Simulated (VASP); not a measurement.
# CdF2 (Fm-3m) in VASP: a series of runs

CdF2 is run at these levels: PBE; tasks: relaxation of cell and atoms.

Everything below comes from runs of VASP 6.6.1. Logs are shortened: lines on timing, memory, paths and dates and some standing lists are left out, and cuts for length are marked.

### 1 The cell of the first run

Symmetry: Fm-3m, No. 225, cubic system. The conventional cell has a = 5.127 Å, b = 5.127 Å, c = 5.127 Å, α = 90.00°, β = 90.00°, γ = 90.00°. Cd (site symmetry m-3m) has 8 F at 2.22 Å within 2.9 Å. Within 2.9 Å of F (site symmetry -43m) lie 4 Cd at 2.22 Å and 6 F at 2.56 Å.

### 2 Relaxation of cell and atoms, PBE, target pressure 30 GPa, at which the enthalpy is minimised

The input, INCAR:

```
PREC = Accurate
ENCUT = 600
EDIFF = 1E-6
ISMEAR = 0
SIGMA = 0.02
LREAL = False
LASPH = True
NELM = 100
ALGO = Normal
ISIF = 3
LWAVE = False
LCHARG = False
GGA = PE
IBRION = 2
NSW = 70
EDIFFG = -0.008
PSTRESS = 300.0
```

The input, KPOINTS:

```
regular mesh
0
Gamma
  8 8 8
```

The input, POSCAR:

```
CdF2
1.0
    0.0000000000      2.5635184387      2.5635184387
    2.5635184387      0.0000000000      2.5635184387
    2.5635184387      2.5635184387      0.0000000000
Cd F
1 2
Direct
    0.0000000000      0.0000000000      0.0000000000
    0.2500000000      0.2500000000      0.2500000000
    0.7500000000      0.7500000000      0.7500000000
```

Potentials or basis: VASP PAW PBE potentials, release 64 (Cd, F).

The run is started by

```console
> cat potpaw_PBE.64/Cd/POTCAR potpaw_PBE.64/F/POTCAR > POTCAR
> mpirun -np 1 vasp_std > vasp.out
```

OUTCAR:

```text
PREC = Accurate
   ENCUT = 600
   EDIFF = 1E-6
   ISMEAR = 0
   LREAL = False
   LASPH = True
   NELM = 100
   ISIF = 3
   GGA = PE
   IBRION = 2
   NSW = 70
   EDIFFG = -0.008
   PSTRESS = 300.0

 ion  position               nearest neighbor table
   1  0.000  0.000  0.000-   3 2.22   3 2.22   3 2.22   2 2.22   3 2.22   2 2.22   2 2.22   2 2.22

   2  0.250  0.250  0.250-   1 2.22   1 2.22   1 2.22   1 2.22
   3  0.750  0.750  0.750-   1 2.22   1 2.22   1 2.22   1 2.22

  LATTYP: Found a face centered cubic cell.
 ALAT       =     5.1270368774

  Lattice vectors:

 A1 = (   0.0000000000,   2.5635184387,   2.5635184387)
 A2 = (   2.5635184387,   0.0000000000,   2.5635184387)
 A3 = (   2.5635184387,   2.5635184387,   0.0000000000)

Analysis of symmetry for initial positions (statically):
=====================================================================
 Subroutine PRICEL returns:
 Original cell was already a primitive cell.

 Routine SETGRP: Setting up the symmetry group for a
 face centered cubic supercell.

 Subroutine GETGRP returns: Found 48 space group operations
 (whereof 48 operations were pure point group operations)
 out of a pool of 48 trial point group operations.

The static configuration has the point symmetry O_h .

Analysis of symmetry for dynamics (positions and initial velocities):
=====================================================================
 Subroutine PRICEL returns:
 Original cell was already a primitive cell.

 Routine SETGRP: Setting up the symmetry group for a
 face centered cubic supercell.

 Subroutine GETGRP returns: Found 48 space group operations
 (whereof 48 operations were pure point group operations)
 out of a pool of 48 trial point group operations.

The dynamic configuration has the point symmetry O_h .

 Subroutine INISYM returns: Found 48 space group operations
 (whereof 48 operations are pure point group operations),
 and found     1 'primitive' translations

----------------------------------------------------------------------------------------

                                     Primitive cell

  volume of cell :      33.6930

  direct lattice vectors                    reciprocal lattice vectors
     0.000000000  2.563518439  2.563518439    -0.195044433  0.195044433  0.195044433
     2.563518439  0.000000000  2.563518439     0.195044433 -0.195044433  0.195044433
     2.563518439  2.563518439  0.000000000     0.195044433  0.195044433 -0.195044433

  length of vectors
     3.625362543  3.625362543  3.625362543     0.337826867  0.337826867  0.337826867

  position of ions in fractional coordinates (direct lattice)
     0.000000000  0.000000000  0.000000000
     0.250000000  0.250000000  0.250000000
     0.750000000  0.750000000  0.750000000

  ion indices of the primitive-cell ions
   primitive index   ion index
                 1           1
                 2           2
                 3           3

----------------------------------------------------------------------------------------

 KPOINTS: regular mesh

Automatic generation of k-mesh.
 Grid dimensions read from file:
 generate k-points for:    8    8    8

 Generating k-lattice:

  Cartesian coordinates                     Fractional coordinates (reciprocal lattice)
    -0.024380554  0.024380554  0.024380554     0.125000000  0.000000000  0.000000000
     0.024380554 -0.024380554  0.024380554     0.000000000  0.125000000  0.000000000
     0.024380554  0.024380554 -0.024380554     0.000000000  0.000000000  0.125000000

  Length of vectors
     0.042228358  0.042228358  0.042228358

  Shift w.r.t. Gamma in fractional coordinates (k-lattice)
     0.000000000  0.000000000  0.000000000

 Subroutine IBZKPT returns following result:
 ===========================================

 Found     29 irreducible k-points:

 Following reciprocal coordinates:
            Coordinates               Weight
  0.000000  0.000000  0.000000      1.000000
  0.125000  0.000000  0.000000      8.000000
  0.250000  0.000000  0.000000      8.000000
  0.375000  0.000000  0.000000      8.000000
  0.500000  0.000000  0.000000      4.000000
  0.125000  0.125000  0.000000      6.000000
[... 16 lines left out ...]
  0.500000  0.250000  0.125000     48.000000
 -0.375000  0.250000  0.125000     24.000000
 [... further k-points ...]
   k-points           NKPTS =     29   k-points in BZ     NKDIM =     29   number of bands    NBANDS=     17
   number of dos      NEDOS =    301   number of ions     NIONS =      3
   total plane-waves  NPLWV =  27000
   dimension x,y,z NGX =    30 NGY =   30 NGZ =   30
   dimension x,y,z NGXF=    60 NGYF=   60 NGZF=   60
   ions per type =               1   2
   NGX,Y,Z   is equivalent  to a cutoff of  13.76, 13.76, 13.76 a.u.
   NGXF,Y,Z  is equivalent  to a cutoff of  27.51, 27.51, 27.51 a.u.
 SYSTEM =  unknown system
   PREC   = accura    normal or accurate (medium, high low for compatibility)
   ISTART =      0    job   : 0-new  1-cont  2-samecut
   ICHARG =      2    charge: 1-file 2-atom 10-const
   ISPIN  =      1    spin polarized calculation?
   LNONCOLLINEAR =      F non collinear calculations
   LSORBIT =      F    spin-orbit coupling
   LASPH  =      T    aspherical Exc in radial PAW
   ENCUT  =  600.0 eV  44.10 Ry    6.64 a.u.   7.24  7.24  7.24*2*pi/ulx,y,z
   NELM   =    100;   NELMIN=  2; NELMDL= -5     # of ELM steps
   EDIFF  = 0.1E-05   stopping-criterion for ELM
   LREAL  =      F    real-space projection
   EDIFFG = -.8E-02   stopping-criterion for IOM
   NSW    =     70    number of steps for IOM
   IBRION =      2    ionic relax: 0-MD 1-quasi-New 2-CG
   NFREE  =      1    steps in history (QN), initial steepest desc. (CG)
   ISIF   =      3    stress and relaxation
   ISYM   =      2    0-nonsym 1-usesym 2-fastsym
   POTIM  = 0.5000    time-step for ionic-motion
   TEBEG  =    0.0;   TEEND  =   0.0 temperature during run
   PSTRESS=  300.0 pullay stress
   NELECT =      26.0000    total number of electrons
   NUPDOWN=      -1.0000    fix difference up-down
   EMIN   =  10.00;   EMAX   =-10.00  energy-range for DOS
   EFERMI =   0.00;   METHOD = LEGACY
   ISMEAR =     0;   SIGMA  =   0.02  broadening in eV -4-tet -1-fermi 0-gaus
   EFERMI_NEDOS =   21; number of points for ismear=-14 and -15
   IALGO  =     38    algorithm
   IMIX   =      4    mixing-type and parameters
     AMIX     =   0.40;   BMIX     =  1.00
     AMIX_MAG =   1.60;   BMIX_MAG =  1.00
  volume/ion in A,a.u.               =      11.23        75.79
  Fermi-wavevector in a.u.,A,eV,Ry     =   1.501595  2.837603 30.678250  2.254788
  Thomas-Fermi vector in A             =   2.612945
   LORBIT       =      0    0 simple, 1 ext, 2 COOP (PROOUT), +10 PAW based schemes
   GGA     = PE    functional components
   LHFCALC =     F    Hartree Fock is set to
   AEXX    =    0.0000 exact exchange contribution
   IVDW    =     0    specifies the selected vdW correction
   LEPSILON=     F    determine dielectric tensor
   LRPA    =     F    only Hartree local field effects (RPA)
 conjugate gradient relaxation of ions
 non-spin polarized calculation
 Gauss-broadening in eV      SIGMA  =   0.02
  energy-cutoff  :      600.00
  volume of cell :       33.69
 maximum number of plane-waves:      1158
 NGX is ok and might be reduce to    30
   NGX = 15   NGY = 15   NGZ = 15

--------------------------------------- Ionic step        1  -------------------------------------------

 number of electron      25.9999988 magnetization

 Free energy of the ion-electron system (eV)
  ---------------------------------------------------
  ext. energy  EPLUGINS =         0.00000000
  ---------------------------------------------------
  free energy    TOTEN  =       -10.26064299 eV

  energy without entropy =      -10.26064299  energy(sigma->0) =      -10.26064299

------------------------ aborting loop because EDIFF is reached ----------------------------------------

  FORCE on cell =-STRESS in cart. coord.  units (eV):
  Direction    XX          YY          ZZ          XY          YZ          ZX
  --------------------------------------------------------------------------------------
  -------------------------------------------------------------------------------------
  Total        6.7164925      6.7164925      6.7164925      0.0000000      0.0000000      0.0000000
  in kB      319.3844633    319.3844633    319.3844633      0.0000000      0.0000000      0.0000000
  external PRESSURE =      19.3844633 kB  Pullay stress =     300.0000000 kB

 VOLUME and BASIS-vectors are now :
 -----------------------------------------------------------------------------
  energy-cutoff  :      600.00
  volume of cell :       33.69
      direct lattice vectors                 reciprocal lattice vectors
     0.000000000  2.563518439  2.563518439    -0.195044433  0.195044433  0.195044433
     2.563518439  0.000000000  2.563518439     0.195044433 -0.195044433  0.195044433
     2.563518439  2.563518439  0.000000000     0.195044433  0.195044433 -0.195044433
[... 9 lines left out ...]
  FREE ENERGIE OF THE ION-ELECTRON SYSTEM (eV)
  ---------------------------------------------------
  free  energy   TOTEN  =       -10.2606429909 eV

  energy  without entropy=      -10.2606429909  energy(sigma->0) =      -10.26064299

  enthalpy is  TOTEN    =        -3.9517958534 eV   P V=        6.3088471375

--------------------------------------- Ionic step        2  -------------------------------------------

 number of electron      25.9999999 magnetization

 E-fermi :  -0.0875     XC(G=0): -11.1354

 val. band max:       -0.2198794817   @ k =  -0.2500   0.5000   0.2500
 cond. band min:       3.3145710551   @ k =   0.0000   0.0000   0.0000
 fundamental gap:      3.5344505368
 Fermi energy:        -0.0874507809

 k-point     1 :       0.0000    0.0000    0.0000
  band No.  band energies     occupation
      1     -21.8592      2.00000
      2     -20.3380      2.00000
      3      -6.3982      2.00000
      4      -6.3982      2.00000
      5      -6.3982      2.00000
      6      -4.5396      2.00000
[... 9 lines left out ...]
     16      13.0583      0.00000
     17      13.0583      0.00000
[... 490 lines left out ...]
  FREE ENERGIE OF THE ION-ELECTRON SYSTEM (eV)
  ---------------------------------------------------
  free  energy   TOTEN  =       -10.3843266943 eV

  energy  without entropy=      -10.3843266943  energy(sigma->0) =      -10.38432669

  enthalpy is  TOTEN    =        -3.9505953417 eV   P V=        6.4337313526

--------------------------------------- Ionic step        3  -------------------------------------------

 number of electron      25.9999992 magnetization

 Free energy of the ion-electron system (eV)
  ---------------------------------------------------
  ext. energy  EPLUGINS =         0.00000000
  ---------------------------------------------------
  free energy    TOTEN  =       -10.31618394 eV

  energy without entropy =      -10.31618394  energy(sigma->0) =      -10.31618394

 E-fermi :   0.0451     XC(G=0): -11.1993

 val. band max:       -0.1148836336   @ k =  -0.2500   0.5000   0.2500
 cond. band min:       3.4602293047   @ k =   0.0000   0.0000   0.0000
 fundamental gap:      3.5751129383
 Fermi energy:         0.0451012054

 k-point     1 :       0.0000    0.0000    0.0000
  band No.  band energies     occupation
      1     -21.8366      2.00000
      2     -20.2744      2.00000
      3      -6.3570      2.00000
      4      -6.3570      2.00000
      5      -6.3570      2.00000
      6      -4.4351      2.00000
[... 9 lines left out ...]
     16      13.2079      0.00000
     17      13.2079      0.00000
[... 482 lines left out ...]
 POSITION                                       TOTAL-FORCE (eV/Angst)
 -----------------------------------------------------------------------------------
      0.00000      0.00000      0.00000         0.000000      0.000000      0.000000
      1.28539      1.28539      1.28539         0.000000      0.000000      0.000000
      3.85618      3.85618      3.85618        -0.000000     -0.000000     -0.000000
 -----------------------------------------------------------------------------------
    total drift:                                0.000000     -0.000000      0.000000

  FREE ENERGIE OF THE ION-ELECTRON SYSTEM (eV)
  ---------------------------------------------------
  free  energy   TOTEN  =       -10.3161839402 eV

  energy  without entropy=      -10.3161839402  energy(sigma->0) =      -10.31618394

  enthalpy is  TOTEN    =        -3.9535151758 eV   P V=        6.3626687644

 reached required accuracy - stopping structural energy minimisation
```

Wall time 31 s (1 thread of AMD EPYC 9R45 (Zen 5), shared host); peak memory 0.15 GiB.

What came out:

| Item | Value |
| --- | --- |
| Free energy | -10.3162 eV |
| Relaxed volume | 11.33 Å³/atom |
| Relaxed cell | a = 3.636 Å, b = 3.636 Å, c = 3.636 Å, α = 60.00°, β = 60.00°, γ = 60.00° |
| Space group after relaxing (to 0.05 Å) | Fm-3m (No. 225) |
| Energy change on relaxing (the enthalpy is what falls) | -18.5 meV/atom |
| Ionic steps | 3 |
| Pressure after relaxing | 30.0 GPa |
| Band gap on the k mesh | 3.58 eV, indirect (least direct gap 3.86 eV) |

The path:
```csv
step,energy change (eV),largest force (eV/Å),pressure (GPa),volume (Å³)
1,0.0000,0.0000,31.94,33.69
2,-0.1237,0.0000,27.56,34.36
3,-0.0555,0.0000,30.00,33.98
```

Final structure:
```
Cd F
1.0
     0.00000    2.57079    2.57079
     2.57079    0.00000    2.57079
     2.57079    2.57079    0.00000
Cd F
1 2
Direct
  0.00000 0.00000 0.00000
  0.25000 0.25000 0.25000
  0.75000 0.75000 0.75000
```

Caveat: the cell is relaxed towards a set pressure, so the enthalpy falls and the energy may rise.

### 3 Relaxation of cell and atoms, PBE, target pressure 15 GPa, at which the enthalpy is minimised

This run uses another cell than the first one, of 12.11 Å³/atom, 1.079 times its volume.

The input, INCAR:

```
  PREC = Accurate
  ENCUT = 600
  EDIFF = 1E-6
  ISMEAR = 0
  SIGMA = 0.02
  LREAL = F
  LASPH = T
  NELM = 80
  ALGO = Normal
  ISIF = 3
  LWAVE = F
  LCHARG = F
  GGA = PE
  IBRION = 2
  NSW = 70
  EDIFFG = -0.008
  PSTRESS = 150.0
```

KPOINTS is that of step 2.

The input, POSCAR:

```
CdF2
1.0
    0.0000000000      2.6290185277      2.6290185277
    2.6290185277      0.0000000000      2.6290185277
    2.6290185277      2.6290185277      0.0000000000
Cd F
1 2
Direct
    0.0000000000      0.0000000000      0.0000000000
    0.2500000000      0.2500000000      0.2500000000
    0.7500000000      0.7500000000      0.7500000000
```

Potentials or basis: VASP PAW PBE potentials, release 64 (Cd, F).

The run is started by

```console
> cat potpaw_PBE.64/Cd/POTCAR potpaw_PBE.64/F/POTCAR > POTCAR
> mpirun -np 1 vasp_std > vasp.out
```

Run time: 30 s. Hardware: 1 thread of AMD EPYC 9R45 (Zen 5), shared host; peak memory 0.15 GiB.

Results (log left out):

- Free energy: -10.7014 eV
- Relaxed volume: 12.24 Å³/atom
- Relaxed cell: a = 3.731 Å, b = 3.731 Å, c = 3.731 Å, α = 60.00°, β = 60.00°, γ = 60.00°
- Space group after relaxing (to 0.05 Å): Fm-3m (No. 225)
- Energy change on relaxing (the enthalpy is what falls): -12.4 meV/atom
- Ionic steps: 3
- Pressure after relaxing: 15.0 GPa
- Band gap on the k mesh: 3.29 eV, indirect (least direct gap 3.71 eV)

The path:
| step | energy change (eV) | largest force (eV/Å) | pressure (GPa) | volume (Å³) |
| --- | --- | --- | --- | --- |
| 1 | 0.0000 | 0.0000 | 16.72 | 36.34 |
| 2 | -0.0650 | 0.0000 | 13.66 | 37.03 |
| 3 | -0.0373 | 0.0000 | 15.02 | 36.72 |

Final structure:
```
Cd F
1.0
     0.00000    2.63807    2.63807
     2.63807    0.00000    2.63807
     2.63807    2.63807    0.00000
Cd F
1 2
Direct
  0.00000 0.00000 0.00000
  0.25000 0.25000 0.25000
  0.75000 0.75000 0.75000
```

Levels at points of the mesh, in eV from the valence-band top:
| k point | band 9 | band 10 | band 11 | band 12 | band 13 | band 14 | band 15 | band 16 | band 17 |
| --- | --- | --- | --- | --- | --- | --- | --- | --- | --- |
| (0.00, 0.00, 0.00) | -1.14 | -1.14 | -0.41 | -0.41 | -0.41 | 3.29 | 13.00 | 13.00 | 13.00 |
| (0.50, 0.00, 0.00) | -2.57 | -2.09 | -2.09 | -0.35 | -0.35 | 7.66 | 9.36 | 15.06 | 15.06 |
| (0.50, 0.50, 0.00) | -3.31 | -3.15 | -0.63 | -0.10 | -0.10 | 8.52 | 10.00 | 12.05 | 14.86 |

Caveat: the cell is relaxed towards a set pressure, so the enthalpy falls and the energy may rise.

[end of part 1 of 2]
